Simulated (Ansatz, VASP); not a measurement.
C in VASP and in Ansatz

```
C
1.0
     2.51656    0.00000    0.00000
    -1.25828    2.17940    0.00000
     0.00000    0.00000   18.06559
C
10
Direct
  0.33333 0.66667 0.54503
  0.66667 0.33333 0.04503
  0.00000 0.00000 0.75000
  0.33333 0.66667 0.95497
  0.00000 0.00000 0.25000
  0.66667 0.33333 0.45497
  0.33333 0.66667 0.75000
  0.00000 0.00000 0.50000
  0.66667 0.33333 0.25000
  0.00000 0.00000 0.00000
```

Alike in both runs: functional PBE; k mesh 6 × 6 × 2; occupations gaussian, width 0.1 eV; no spin polarisation.

Ansatz relaxed the structure, and its values are those at the end. VASP's run is a single point on that final structure, the one shown.

|  | VASP | Ansatz |
| --- | --- | --- |
| version | VASP 6.6.1 | Ansatz 0.2.0 |
| potentials or method | VASP PAW PBE potentials, release 64 (C), cutoff 520 eV | scalar-relativistic, plane waves, PAW |
| valence electrons in the cell | 40 | 40 |

```tsv
	VASP	Ansatz	Ansatz less VASP
gap on the k mesh at the Fermi level (eV)	none	none	-
pressure (GPa)	0.4	0.2	-0.27
rms of the force components (eV/Å)	0.017	0.009	-0.0082
```

A gap of «none» marks a metal or a gap that the smearing closes. The functional is the same, so the differences come from potentials, cutoffs and numerics.

The k mesh is coarse, so the values compare programs but aren't converged.
